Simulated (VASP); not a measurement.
Wanted: the native input for a VASP 6.6.1 run.

* Task: relaxation of cell and atoms
* Functional: PBE
* Potentials or basis: VASP PAW PBE potentials, release 64 (Hf_pv, Si, Mo_sv)
* Cutoff: 600 eV
* k mesh: 4 × 4 × 4
* Occupations: gaussian, width 0.1 eV
* Spin: no spin polarisation
* Dipole correction: no
* Further INCAR settings: ALGO = Fast; EDIFF = 1e-07; IBRION = 2; EDIFFG = -0.04; NSW = 90; ISIF = 3

The structure of Hf3SiMo lies in POSCAR:

```
Hf3SiMo
1.0
    4.4364631900      0.0000000000      0.0000000000
    0.0000000000      4.4364631900      0.0000000000
    0.0000000000      0.0000000000      4.4364631900
Hf Si Mo
3 1 1
Direct
    0.5000000000      0.0000000000      0.5000000000
    0.5000000000      0.5000000000      0.0000000000
    0.0000000000      0.5000000000      0.5000000000
    0.0000000000      0.0000000000      0.0000000000
    0.5000000000      0.5000000000      0.5000000000
```

The cell was built from a structure type or drawn by symmetry, and may not be a known phase.

One way to write it, as run:

INCAR

```
ALGO     = Fast           # electronic algorithm
EDIFF    = 1E-7           # SCF threshold, eV
EDIFFG   = -0.04          # ionic threshold
ENCUT    = 600            # plane-wave cutoff, eV
GGA      = PE             # functional
IBRION   = 2              # ionic algorithm
ISIF     = 3              # what is computed and relaxed
ISMEAR   = 0              # smearing method
LASPH    = True           # aspherical terms in the spheres
LCHARG   = False          # write CHGCAR
LREAL    = False          # projectors in reciprocal space
LWAVE    = False          # write WAVECAR
NELM     = 60             # most SCF steps
NSW      = 90             # ionic steps
PREC     = Accurate       # precision mode
SIGMA    = 0.1            # smearing width, eV
```

KPOINTS

```
k-points
0
Gamma
  4 4 4
```

Potentials or basis: VASP PAW PBE potentials, release 64 (Hf_pv, Si, Mo_sv).

Launch:

```console
$ cat potpaw_PBE.64/Hf_pv/POTCAR potpaw_PBE.64/Si/POTCAR potpaw_PBE.64/Mo_sv/POTCAR > POTCAR
$ mpirun -np 1 vasp_std > vasp.out
```

Results of the run:

- Relaxed volume: 24.01 Å³/atom
- Relaxed cell: a = 4.933 Å, b = 4.933 Å, c = 4.933 Å, α = 90.00°, β = 90.00°, γ = 90.00°
- Space group after relaxing (to 0.1 Å): Pm-3m (No. 221)
- Energy gained by relaxing: 769.9 meV/atom
- Ionic steps: 4
- Pressure after relaxing: 0.1 GPa
- Band gap on the k mesh: zero (bands 24 and 25 overlap by 0.98 eV)

Caveat: the volume moved by over 15 % at a fixed basis, so the end points are rough; spin-orbit coupling is left out, which moves the levels of the heavy elements.

Wall time 110 s on 1 thread of Intel(R) Xeon(R) 6975P-C (Granite Rapids), on a shared host, peak memory 0.22 GiB.
